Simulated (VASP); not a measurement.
A run of VASP 6.6.1 is set up as follows.

The input INCAR:

```
PREC = Accurate
ENCUT = 500
EDIFF = 1E-6
ISMEAR = 0
SIGMA = 0.1
LREAL = F
LASPH = T
NELM = 120
ALGO = Normal
ISIF = 2
LWAVE = F
LCHARG = F
GGA = PS
NBANDS = 16
GGA_COMPAT = F
```

KPOINTS

```
Automatic mesh
0
Gamma
  10 10 10
```

Contents of POSCAR:

```
InSb
1.0
    0.0000000000      3.2339052284      3.2807403923
    3.2339052284      0.0000000000      3.2807403923
    3.2339052284      3.2339052284      0.0000000000
In Sb
1 1
Direct
    0.0000000000      0.0000000000      0.0000000000
    0.2500000000      0.2500000000      0.2500000000
```

Potentials or basis: VASP PAW PBE potentials, release 64 (In_d, Sb).

Run with:

```bash
$ cat potpaw_PBE.64/In_d/POTCAR potpaw_PBE.64/Sb/POTCAR > POTCAR
$ mpirun -np 1 vasp_std > vasp.out
```

(1) Estimate the pressure.

(2) Estimate the band gap on the k mesh.

Results:

(1) 0.4 GPa.

(2) zero (filled and empty bands touch).

Caveat: the cell differs from its parent crystal (strained cell); the PAW data sets were made with another functional, which shifts forces and pressure a little; spin-orbit coupling is left out, which moves the levels of the heavy elements.
